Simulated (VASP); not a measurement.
Pd:

```
Pd
1.0
     0.00000    1.94500    1.94500
     1.94500    0.00000    1.94500
     1.94500    1.94500    0.00000
Pd
1
Direct
  0.00000 0.00000 0.00000
```

```yaml
Program: VASP 6.6.1
Task: relaxation of cell and atoms
Functional: LDA
Potentials_or_basis: VASP PAW LDA potentials, release 64 (Pd)
Cutoff: 500 eV
k_mesh: 10 × 10 × 10
Occupations: methfessel-paxton, width 0.1 eV
Spin: no spin polarisation
```

At the start: pressure -8.0 GPa; volume 14.72 Å³/atom.

Problem. How do energy, volume and symmetry change on relaxing?

Solution. Over 4 steps the energy falls by 14.8 meV/atom and the volume is 14.15 Å³/atom (-3.8 %); space group Fm-3m (No. 225, to 0.1 Å) before and after.

Step by step:
| step | energy change (eV) | largest force (eV/Å) | pressure (GPa) | volume (Å³) |
| --- | --- | --- | --- | --- |
| 1 | 0.0000 | 0.0000 | -8.02 | 14.72 |
| 2 | 0.0377 | 0.0000 | 19.06 | 13.20 |
| 3 | -0.0148 | 0.0000 | -0.19 | 14.16 |
| 4 | -0.0148 | 0.0000 | -0.03 | 14.15 |

Final structure:
```
CELL_PARAMETERS angstrom
0.00000 1.91979 1.91979
1.91979 0.00000 1.91979
1.91979 1.91979 0.00000
ATOMIC_POSITIONS crystal
Pd 0.00000 0.00000 0.00000
```
